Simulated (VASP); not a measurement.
A run of VASP 6.6.1 is set up as follows.

The input POSCAR:

```
Fe
1.0
   -1.3981599773      1.3981599773      1.3981599773
    1.3981599773     -1.3981599773      1.3981599773
    1.3981599773      1.3981599773     -1.3981599773
Fe
1
Direct
    0.0000000000      0.0000000000      0.0000000000
```

INCAR.step1

```
ALGO = Normal
EDIFF = 1E-5
ENCUT = 520
GGA = PE
GGA_COMPAT = False
ISIF = 2
ISMEAR = -1
LASPH = True
LCHARG = False
LREAL = False
LWAVE = True
NBANDS = 10
NELM = 120
PREC = Accurate
SIGMA = 0.1
```

Contents of INCAR.step2:

```
ALGO = Normal
EDIFF = 1E-6
ENCUT = 520
GGA = PE
GGA_COMPAT = False
HFSCREEN = 0.2079
ISIF = 2
ISMEAR = -1
ISTART = 1
LASPH = True
LCHARG = False
LHFCALC = True
LREAL = False
LWAVE = False
NBANDS = 10
NELM = 120
PREC = Accurate
PRECFOCK = Normal
SIGMA = 0.1
```

Contents of KPOINTS:

```
k-points
0
Gamma
  6 6 6
```

Potentials or basis: VASP PAW PBE potentials, release 64 (Fe).

The run is started by

```sh
$ cat potpaw_PBE.64/Fe/POTCAR > POTCAR
$ cp INCAR.step1 INCAR
$ mpirun -np 1 vasp_std > vasp.out
$ cp INCAR.step2 INCAR
$ mpirun -np 1 vasp_std > vasp.out
```

Problem. Estimate the pressure.

Solution. 1.8 GPa.

Problem. What does it give for the band gap on the k mesh?

Solution. Zero (bands 4 and 5 overlap by 2.44 eV).

Caveat: the k points lie up to 0.53 Å⁻¹ apart, too coarse for converged energies and pressures of a metal; the PAW data sets were made with another functional, which shifts forces and pressure a little; the run has no spin polarisation, though such a crystal can be magnetic. Spin polarisation is off, so any magnetic state and its effect on volume and gap are missing.
